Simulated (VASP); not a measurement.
# P (R-3m) in VASP: further runs

Aim: see how the results for P move with the level of theory and the settings. Levels: r2SCAN+D3(BJ), PBE+D3(BJ). Tasks: relaxation of shape and atoms at fixed volume, single point, relaxation of cell and atoms.

All numbers are computed with VASP 6.6.1; they aren't measurements. Logs are shortened: lines on timing, memory, paths and dates and some standing lists are left out, and cuts for length are marked.

**1. The cell of the first run**

The structure is trigonal, space group R-3m (No. 166). Conventional cell: a = 3.436 Å, b = 3.436 Å, c = 9.068 Å, α = 90.00°, β = 90.00°, γ = 120.00°. Within 3.0 Å of P (site symmetry 3m) lie 6 P at 2.29 to 2.74 Å.

**2. Relaxation of shape and atoms at fixed volume, r2SCAN+D3(BJ)**

The input, POSCAR:

```
P
1.0
    1.7178914362      0.9918250831      3.0225644273
   -1.7178914362      0.9918250831      3.0225644273
    0.0000000000     -1.9836501662      3.0225644273
P
2
Direct
    0.2292570324      0.2292570324      0.2292570324
    0.7707429676      0.7707429676      0.7707429676
```

The input, INCAR.step1:

```
SYSTEM = P
  PREC = Accurate
  ENCUT = 600
  ISMEAR = 0
  SIGMA = 0.05
  LREAL = .False.
  LASPH = .True.
  NELM = 80
  GGA = PE
  ALGO = Normal
  EDIFF = 1E-4
  LWAVE = .True.
  LCHARG = .False.
```

The input, INCAR.step2:

```
SYSTEM = P
  PREC = Accurate
  ENCUT = 600
  EDIFF = 1E-6
  ISMEAR = 0
  SIGMA = 0.05
  LREAL = .False.
  LASPH = .True.
  NELM = 80
  ALGO = Normal
  ISIF = 4
  LWAVE = .False.
  LCHARG = .False.
  METAGGA = R2SCAN
  LMIXTAU = .True.
  IVDW = 12
  VDW_S6 = 1.0
  VDW_S8 = 0.78981345
  VDW_A1 = 0.49484001
  VDW_A2 = 5.73083694
  IBRION = 2
  NSW = 60
  EDIFFG = -0.01
  ISTART = 1
```

The input, KPOINTS:

```
Automatic mesh
0
Gamma
  16 16 16
  0 0 0
```

Potentials or basis: VASP PAW PBE potentials, release 64 (P).

Run with:

```sh
$ cat potpaw_PBE.64/P/POTCAR > POTCAR
$ cp INCAR.step1 INCAR
$ mpirun -np 1 vasp_std > vasp.out
$ cp INCAR.step2 INCAR
$ mpirun -np 1 vasp_std > vasp.out
```

OUTCAR:

```text
SYSTEM = P
   PREC = Accurate
   ENCUT = 600
   EDIFF = 1E-6
   ISMEAR = 0
   LREAL = .False.
   LASPH = .True.
   NELM = 80
   ISIF = 4
   METAGGA = R2SCAN
   IVDW = 12
   IBRION = 2
   NSW = 60
   EDIFFG = -0.01
   ISTART = 1
 IVDW          = 12

 ion  position               nearest neighbor table
   1  0.229  0.229  0.229-   2 2.29   2 2.29   2 2.29   2 2.74   2 2.74   2 2.74
   2  0.771  0.771  0.771-   1 2.29   1 2.29   1 2.29   1 2.74   1 2.74   1 2.74

  LATTYP: Found a trigonal (rhomboedric) cell.
 ALAT       =     3.6153511170
 COS(alpha) =     0.5484348039

  Lattice vectors:

 A1 = (   1.7178914362,   0.9918250831,   3.0225644273)
 A2 = (  -1.7178914362,   0.9918250831,   3.0225644273)
 A3 = (   0.0000000000,  -1.9836501662,   3.0225644273)

Analysis of symmetry for initial positions (statically):
=====================================================================
 Subroutine PRICEL returns:
 Original cell was already a primitive cell.

 Routine SETGRP: Setting up the symmetry group for a
 trigonal (rhombohedral) supercell.

 Subroutine GETGRP returns: Found 12 space group operations
 (whereof 12 operations were pure point group operations)
 out of a pool of 12 trial point group operations.

The static configuration has the point symmetry D_3d.

Analysis of symmetry for dynamics (positions and initial velocities):
=====================================================================
 Subroutine PRICEL returns:
 Original cell was already a primitive cell.

 Routine SETGRP: Setting up the symmetry group for a
 trigonal (rhombohedral) supercell.

 Subroutine GETGRP returns: Found 12 space group operations
 (whereof 12 operations were pure point group operations)
 out of a pool of 12 trial point group operations.

The dynamic configuration has the point symmetry D_3d.

 Subroutine INISYM returns: Found 12 space group operations
 (whereof 12 operations are pure point group operations),
 and found     1 'primitive' translations

----------------------------------------------------------------------------------------

                                     Primitive cell

  volume of cell :      30.8999

  direct lattice vectors                    reciprocal lattice vectors
     1.717891436  0.991825083  3.022564427     0.291054481  0.168040383  0.110281630
    -1.717891436  0.991825083  3.022564427    -0.291054481  0.168040383  0.110281630
     0.000000000 -1.983650166  3.022564427     0.000000000 -0.336080766  0.110281630

  length of vectors
     3.615351117  3.615351117  3.615351117     0.353712198  0.353712198  0.353712198

  position of ions in fractional coordinates (direct lattice)
     0.229257032  0.229257032  0.229257032
     0.770742968  0.770742968  0.770742968

  ion indices of the primitive-cell ions
   primitive index   ion index
                 1           1
                 2           2

----------------------------------------------------------------------------------------

 KPOINTS: Automatic mesh

Automatic generation of k-mesh.
 Grid dimensions read from file:
 generate k-points for:   16   16   16

 Generating k-lattice:

  Cartesian coordinates                     Fractional coordinates (reciprocal lattice)
     0.018190905  0.010502524  0.006892602     0.062500000  0.000000000  0.000000000
    -0.018190905  0.010502524  0.006892602     0.000000000  0.062500000  0.000000000
     0.000000000 -0.021005048  0.006892602     0.000000000  0.000000000  0.062500000

  Length of vectors
     0.022107012  0.022107012  0.022107012

  Shift w.r.t. Gamma in fractional coordinates (k-lattice)
     0.000000000  0.000000000  0.000000000

 Subroutine IBZKPT returns following result:
 ===========================================

 Found    417 irreducible k-points:

 Following reciprocal coordinates:
            Coordinates               Weight
  0.000000  0.000000  0.000000      1.000000
  0.062500  0.000000  0.000000      6.000000
  0.125000  0.000000  0.000000      6.000000
  0.187500  0.000000 -0.000000      6.000000
  0.250000  0.000000  0.000000      6.000000
  0.312500  0.000000  0.000000      6.000000
[... 16 lines left out ...]
 -0.125000  0.062500 -0.000000     12.000000
 -0.062500  0.062500  0.000000      6.000000
 [... further k-points ...]
   k-points           NKPTS =    417   k-points in BZ     NKDIM =    417   number of bands    NBANDS=      9
   number of dos      NEDOS =    301   number of ions     NIONS =      2
   total plane-waves  NPLWV =  27000
   dimension x,y,z NGX =    30 NGY =   30 NGZ =   30
   dimension x,y,z NGXF=    60 NGYF=   60 NGZF=   60
   ions per type =               2
   NGX,Y,Z   is equivalent  to a cutoff of  13.80, 13.80, 13.80 a.u.
   NGXF,Y,Z  is equivalent  to a cutoff of  27.59, 27.59, 27.59 a.u.
 SYSTEM =  P
   PREC   = accura    normal or accurate (medium, high low for compatibility)
   ISTART =      1    job   : 0-new  1-cont  2-samecut
   ICHARG =      0    charge: 1-file 2-atom 10-const
   ISPIN  =      1    spin polarized calculation?
   LNONCOLLINEAR =      F non collinear calculations
   LSORBIT =      F    spin-orbit coupling
   LASPH  =      T    aspherical Exc in radial PAW
   ENCUT  =  600.0 eV  44.10 Ry    6.64 a.u.   7.22  7.22  7.22*2*pi/ulx,y,z
   NELM   =     80;   NELMIN=  2; NELMDL=  0     # of ELM steps
   EDIFF  = 0.1E-05   stopping-criterion for ELM
   LREAL  =      F    real-space projection
   EDIFFG = -.1E-01   stopping-criterion for IOM
   NSW    =     60    number of steps for IOM
   IBRION =      2    ionic relax: 0-MD 1-quasi-New 2-CG
   NFREE  =      1    steps in history (QN), initial steepest desc. (CG)
   ISIF   =      4    stress and relaxation
   ISYM   =      2    0-nonsym 1-usesym 2-fastsym
   POTIM  = 0.5000    time-step for ionic-motion
   TEBEG  =    0.0;   TEEND  =   0.0 temperature during run
   PSTRESS=    0.0 pullay stress
   NELECT =      10.0000    total number of electrons
   NUPDOWN=      -1.0000    fix difference up-down
   EMIN   =  10.00;   EMAX   =-10.00  energy-range for DOS
   EFERMI =   0.00;   METHOD = LEGACY
   ISMEAR =     0;   SIGMA  =   0.05  broadening in eV -4-tet -1-fermi 0-gaus
   EFERMI_NEDOS =   21; number of points for ismear=-14 and -15
   IALGO  =     38    algorithm
   IMIX   =      4    mixing-type and parameters
     AMIX     =   0.40;   BMIX     =  1.00
     AMIX_MAG =   1.60;   BMIX_MAG =  1.00
  volume/ion in A,a.u.               =      15.45       104.26
  Fermi-wavevector in a.u.,A,eV,Ry     =   1.123972  2.124000 17.188428  1.263314
  Thomas-Fermi vector in A             =   2.260642
   LORBIT       =      0    0 simple, 1 ext, 2 COOP (PROOUT), +10 PAW based schemes
   METAGGA = R2SCAN    functional components
   LHFCALC =     F    Hartree Fock is set to
   AEXX    =    0.0000 exact exchange contribution
   IVDW    =    12    specifies the selected vdW correction
   LEPSILON=     F    determine dielectric tensor
   LRPA    =     F    only Hartree local field effects (RPA)
 conjugate gradient relaxation of ions
 non-spin polarized calculation
 Gauss-broadening in eV      SIGMA  =   0.05
  energy-cutoff  :      600.00
  volume of cell :       30.90
 maximum number of plane-waves:      1052
 NGX is ok and might be reduce to    30
   NGX = 15   NGY = 15   NGZ = 15

--------------------------------------- Ionic step        1  -------------------------------------------

 number of electron      10.0000000 magnetization

 Free energy of the ion-electron system (eV)
  ---------------------------------------------------
  ext. energy  EPLUGINS =         0.00000000
  ---------------------------------------------------
  free energy    TOTEN  =       -17.76787724 eV

  energy without entropy =      -17.76757593  energy(sigma->0) =      -17.76772659

------------------------ aborting loop because EDIFF is reached ----------------------------------------

 Edisp (eV)   -0.42727

 E8    (eV) :    -0.1215

  FORCE on cell =-STRESS in cart. coord.  units (eV):
  Direction    XX          YY          ZZ          XY          YZ          ZX
  --------------------------------------------------------------------------------------
  -------------------------------------------------------------------------------------
  Total       0.05587     0.05587    -0.01726     0.00000    -0.00000     0.00000
  in kB       2.89678     2.89678    -0.89488     0.00000    -0.00000     0.00000
  external pressure =        1.63 kB  Pullay stress =        0.00 kB
[... 61 lines left out ...]
  energy  without entropy=      -18.1949292990  energy(sigma->0) =      -18.19507582

--------------------------------------- Ionic step        3  -------------------------------------------

 number of electron      10.0000000 magnetization

 Free energy of the ion-electron system (eV)
  ---------------------------------------------------
  ext. energy  EPLUGINS =         0.00000000
  ---------------------------------------------------
  free energy    TOTEN  =       -17.76798593 eV

  energy without entropy =      -17.76770166  energy(sigma->0) =      -17.76784380

 E-fermi :   9.6352     XC(G=0): -11.5176

 val. band max:        9.6328346304   @ k =   0.4375   0.3125   0.3125
 cond. band min:       9.6552024020   @ k =   0.3750   0.1875   0.1875
 fundamental gap:      0.0223677716
 Fermi energy:         9.6351839814

 k-point     1 :       0.0000    0.0000    0.0000
  band No.  band energies     occupation
      1      -8.1557      2.00000
      2       6.2840      2.00000
      3       6.3171      2.00000
      4       6.3171      2.00000
      5       6.5331      2.00000
      6      11.3194      0.00000
      7      12.5848      0.00000
      8      12.5848      0.00000
      9      15.5051      0.00000
[... 265 lines left out ...]
 k-point    24 :      -0.0625    0.0625    0.0000
  band No.  band energies     occupation
      1      -7.9701      2.00000
      2       4.5239      2.00000
      3       5.9315      2.00000
      4       6.4407      2.00000
      5       7.6147      2.00000
      6      11.7459      0.00000
      7      12.2885      0.00000
      8      12.7230      0.00000
      9      14.4713      0.00000

 [... further k-points ...]

------------------------ aborting loop because EDIFF is reached ----------------------------------------

 Edisp (eV)   -0.42726

 E8    (eV) :    -0.1215

  FORCE on cell =-STRESS in cart. coord.  units (eV):
  Direction    XX          YY          ZZ          XY          YZ          ZX
  --------------------------------------------------------------------------------------
  -------------------------------------------------------------------------------------
  Total       0.00397     0.00397     0.00612    -0.00000    -0.00000     0.00000
  in kB       0.20585     0.20585     0.31714    -0.00000    -0.00000     0.00000
  external pressure =        0.24 kB  Pullay stress =        0.00 kB
[... 17 lines left out ...]
  FREE ENERGIE OF THE ION-ELECTRON SYSTEM (eV)
  ---------------------------------------------------
  free  energy   TOTEN  =       -18.1952506180 eV

  energy  without entropy=      -18.1949663454  energy(sigma->0) =      -18.19510848

 reached required accuracy - stopping structural energy minimisation
```

Run time: 14 min. Hardware: 1 thread of Intel Xeon 6975P-C, shared host; peak memory 0.27 GiB.

Results:

| Property | Result |
| --- | --- |
| Free energy | -18.1953 eV |
| Energy gained by relaxing | 0.1 meV/atom |
| Ionic steps | 3 |
| Pressure after relaxing | 0.0 GPa |
| Largest force after relaxing | 0.003 eV/Å |
| Band gap on the k mesh | zero (band 5 reaches 10.14 eV, above the bottom of band 6 at 9.07 eV) |
| Dispersion energy per atom | -0.214 eV |

Forces in eV/Å, atoms in the order of the input:
```
P    0.000  0.000  0.003
P    0.000  0.000 -0.003
```

Step by step:
| step | energy change (eV) | largest force (eV/Å) | pressure (GPa) | volume (Å³) |
| --- | --- | --- | --- | --- |
| 1 | 0.0000 | 0.0096 | 0.16 | 30.90 |
| 2 | -0.0001 | 0.0065 | 0.10 | 30.90 |
| 3 | -0.0001 | 0.0033 | 0.02 | 30.90 |

Final structure:
```xyz
2
Lattice="1.7200 0.9931 3.0151 -1.7200 0.9931 3.0151 0.0000 -1.9861 3.0151" Properties=species:S:1:pos:R:3 pbc="T T T"
P     0.0000    0.0000    2.0747
P     0.0000    0.0000    6.9706
```

Levels at points of the mesh, in eV from the Fermi level:
| k point | band 3 | band 4 | band 5 | band 6 | band 7 | band 8 |
| --- | --- | --- | --- | --- | --- | --- |
| (0.00, 0.00, 0.00) | -3.32 | -3.32 | -3.10 | 1.68 | 2.95 | 2.95 |
| (0.50, 0.00, 0.00) | -4.11 | -3.50 | -0.98 | 0.11 | 0.12 | 0.59 |
| (0.50, 0.50, 0.00) | -7.47 | -6.11 | -5.99 | 0.12 | 6.91 | 8.10 |
| (0.50, 0.50, 0.50) | -3.19 | -3.19 | -0.57 | -0.57 | 0.28 | 2.38 |

Caveat: the PAW data sets were made with another functional, which shifts forces and pressure a little; pairwise dispersion overbinds metals, which lowers pressure and volume.

**3. Single point, PBE+D3(BJ)**

This run uses another cell than the first one, of 14.82 Å³/atom, 0.959 times its volume.

The input, INCAR:

```
PREC     = Accurate       # precision mode
ENCUT    = 520            # plane-wave cutoff, eV
EDIFF    = 1E-6           # SCF threshold, eV
ISMEAR   = 0              # smearing method
SIGMA    = 0.05           # smearing width, eV
LREAL    = F              # projectors in reciprocal space
LASPH    = T              # aspherical terms in the spheres
NELM     = 80             # most SCF steps
ALGO     = Normal         # electronic algorithm
ISIF     = 2              # what is computed and relaxed
LWAVE    = F              # write WAVECAR
LCHARG   = T              # write CHGCAR
GGA      = PE             # functional
IVDW     = 12             # dispersion correction
LELF     = T              # ELF
LVHAR    = T            
NBANDS   = 12             # bands
```

The input, KPOINTS:

```
regular mesh
0
Gamma
  8 8 8
```

The input, POSCAR:

```
P
1.0
    1.7153142559      0.9903371474      2.9075898704
   -1.7153142559      0.9903371474      2.9075898704
    0.0000000000     -1.9806742947      2.9075898704
P
2
Direct
    0.2340806324      0.2340806324      0.2340806324
    0.7659193676      0.7659193676      0.7659193676
```

Potentials or basis: VASP PAW PBE potentials, release 64 (P).

Run with:

```sh
$ cat potpaw_PBE.64/P/POTCAR > POTCAR
$ mpirun -np 1 vasp_std > vasp.out
```

OUTCAR:

```text
PREC = Accurate
   ENCUT = 520
   EDIFF = 1E-6
   ISMEAR = 0
   LREAL = F
   LASPH = T
   NELM = 80
   ISIF = 2
   GGA = PE
   IVDW = 12
 IVDW          = 12

 ion  position               nearest neighbor table
   1  0.234  0.234  0.234-   2 2.30   2 2.30   2 2.30   2 2.63   2 2.63   2 2.63
   2  0.766  0.766  0.766-   1 2.30   1 2.30   1 2.30   1 2.63   1 2.63   1 2.63

  LATTYP: Found a trigonal (rhomboedric) cell.
 ALAT       =     3.5181173256
 COS(alpha) =     0.5245588667

[... 549 lines left out ...]

------------------------ aborting loop because EDIFF is reached ----------------------------------------

 Edisp (eV)   -0.95407

 E8    (eV) :    -0.3610

  FORCE on cell =-STRESS in cart. coord.  units (eV):
  Direction    XX          YY          ZZ          XY          YZ          ZX
  --------------------------------------------------------------------------------------
  -------------------------------------------------------------------------------------
  Total      -0.10535    -0.10535    -0.00863     0.00000    -0.00000     0.00000
  in kB      -5.69533    -5.69533    -0.46671     0.00000    -0.00000     0.00000
  external pressure =       -3.95 kB  Pullay stress =        0.00 kB

 VOLUME and BASIS-vectors are now :
 -----------------------------------------------------------------------------
  energy-cutoff  :      520.00
  volume of cell :       29.64
      direct lattice vectors                 reciprocal lattice vectors
     1.715314256  0.990337147  2.907589870     0.291491777  0.168292856  0.114642487
    -1.715314256  0.990337147  2.907589870    -0.291491777  0.168292856  0.114642487
     0.000000000 -1.980674295  2.907589870     0.000000000 -0.336585711  0.114642487

 POSITION                                       TOTAL-FORCE (eV/Angst)
 -----------------------------------------------------------------------------------
      0.00000      0.00000      2.04183         0.000000     -0.000000     -0.071532
      0.00000      0.00000      6.68094         0.000000      0.000000      0.071532
 -----------------------------------------------------------------------------------
    total drift:                                0.000000      0.000000     -0.000000

  FREE ENERGIE OF THE ION-ELECTRON SYSTEM (eV)
  ---------------------------------------------------
  free  energy   TOTEN  =       -11.5635839992 eV

  energy  without entropy=      -11.5630833947  energy(sigma->0) =      -11.56333370
```

OSZICAR:

```text
N       E                     dE             d eps       ncg     rms          rms(c)
DAV:   1     0.212523664153E+02    0.21252E+02   -0.45279E+03  1560   0.724E+02
DAV:   2    -0.948291184849E+01   -0.30735E+02   -0.29446E+02  2084   0.118E+02
DAV:   3    -0.106208729181E+02   -0.11380E+01   -0.11285E+01  2012   0.209E+01
DAV:   4    -0.106276676879E+02   -0.67948E-02   -0.67925E-02  1840   0.196E+00
DAV:   5    -0.106277126106E+02   -0.44923E-04   -0.44921E-04  2036   0.153E-01    0.714E+00
DAV:   6    -0.106149222317E+02    0.12790E-01   -0.55370E-03  1864   0.461E-01    0.425E+00
DAV:   7    -0.106093220819E+02    0.56001E-02   -0.11578E-02  1860   0.729E-01    0.109E-01
DAV:   8    -0.106094755935E+02   -0.15351E-03   -0.11694E-03  1832   0.235E-01    0.590E-02
DAV:   9    -0.106094978679E+02   -0.22274E-04   -0.62313E-05  1964   0.552E-02    0.416E-02
DAV:  10    -0.106095098318E+02   -0.11964E-04   -0.15586E-05  1800   0.278E-02    0.823E-03
DAV:  11    -0.106095101927E+02   -0.36090E-06   -0.29496E-07  1272   0.391E-03
   1 F= -.11563584E+02 E0= -.11563334E+02  d E =-.500605E-03
```

stdout:

```text
POSCAR found type information on POSCAR P
 POSCAR found :  1 types and       2 ions
 scaLAPACK will be used
 LDA part: xc-table for (Slater+PW92), standard interpolation
 POSCAR, INCAR and KPOINTS ok, starting setup
 FFT: planning ... GRIDC
 FFT: planning ... GRID_SOFT
 FFT: planning ... GRID
 WAVECAR not read
 entering main loop
```

Wall time 10 s (1 thread of AMD EPYC 9R45 (Zen 5), shared host); peak memory 0.13 GiB.

What came out:

```yaml
Free_energy: -11.5636 eV
Pressure: -0.4 GPa
Largest_force: 0.072 eV/Å
Band_gap_on_the_k_mesh: zero (band 5 reaches 10.54 eV, above the bottom of band 6 at 9.18 eV)
Dispersion_energy_per_atom: -0.477 eV
```

Forces on the atoms (eV/Å):
```
P    0.000  0.000 -0.072
P    0.000  0.000  0.072
```

Caveat: pairwise dispersion overbinds metals, which lowers pressure and volume.

(Part 1 of 2 ends here.)
